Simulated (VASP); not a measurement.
C, 1 atom in the cell. The structure is tetragonal, space group P4/mmm (No. 123). The conventional cell has a = 1.997 Å, b = 1.997 Å, c = 1.522 Å, α = 90.00°, β = 90.00°, γ = 90.00°. C (site symmetry 4/mmm) has 6 C at 1.52 to 2.00 Å within 2.0 Å. 

| Property | Result |
| --- | --- |
| Program | VASP 6.6.1 |
| Task | single point |
| Functional | PBE |
| Potentials or basis | VASP PAW PBE potentials, release 64 (C) |
| Cutoff | 520 eV |
| k mesh | 8 × 8 × 10 |
| Occupations | gaussian, width 0.1 eV |
| Spin | no spin polarisation |
| Dipole correction | no |
| Further INCAR settings | ALGO = Normal; EDIFF = 1e-06; NBANDS = 8 |

Potentials or basis: VASP PAW PBE potentials, release 64 (C).

Launch:

```sh
$ cat potpaw_PBE.64/C/POTCAR > POTCAR
$ mpirun -np 1 vasp_std > vasp.out
```

Hardware: 1 thread of Intel(R) Xeon(R) Platinum 8124M CPU @ 3.00GHz (Skylake/Cascade Lake), with other jobs on the host.

**Question.** Estimate the wall time of this run.

**Answer.** It took 2.7 s on 1 thread of Intel(R) Xeon(R) Platinum 8124M CPU @ 3.00GHz (Skylake/Cascade Lake), on a shared host, peak memory 0.1 GiB. Counts: scf iterations 11, k points 90.
